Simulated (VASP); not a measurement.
B:

```xyz
2
Lattice="0.0000 2.0683 2.0683 2.0683 0.0000 2.0683 2.0683 2.0683 0.0000" Properties=species:S:1:pos:R:3 pbc="T T T"
B     0.5171    0.5171    0.5171
B     3.6195    3.6195    3.6195
```

| Property | Result |
| --- | --- |
| Program | VASP 6.6.1 |
| Task | relaxation of cell and atoms |
| Functional | PBEsol |
| Potentials or basis | VASP PAW PBE potentials, release 64 (B) |
| Cutoff | 600 eV |
| k mesh | 13 × 13 × 13 |
| Occupations | fermi-dirac, width 0.1 eV |
| Spin | no spin polarisation |

At the start: pressure -12.0 GPa; volume 8.85 Å³/atom.

Task: Where does the relaxation end?

Result: Over 3 steps the energy falls by 25.4 meV/atom and the volume is 8.21 Å³/atom (-7.2 %); space group Fd-3m (No. 227, to 0.05 Å).

The path:
```
step  energy change (eV)  largest force (eV/Å)  pressure (GPa)  volume (Å³)
   1              0.0000                0.0000          -12.03        17.70
   2             -0.0459                0.0000            4.35        16.05
   3             -0.0508                0.0000            0.03        16.42
```

Final structure:
```
B
1.0
     0.00000    2.01715    2.01715
     2.01715    0.00000    2.01715
     2.01715    2.01715    0.00000
B
2
Direct
  0.12500 0.12500 0.12500
  0.87500 0.87500 0.87500
```

Caveat: the PAW data sets were made with another functional, which shifts forces and pressure a little.
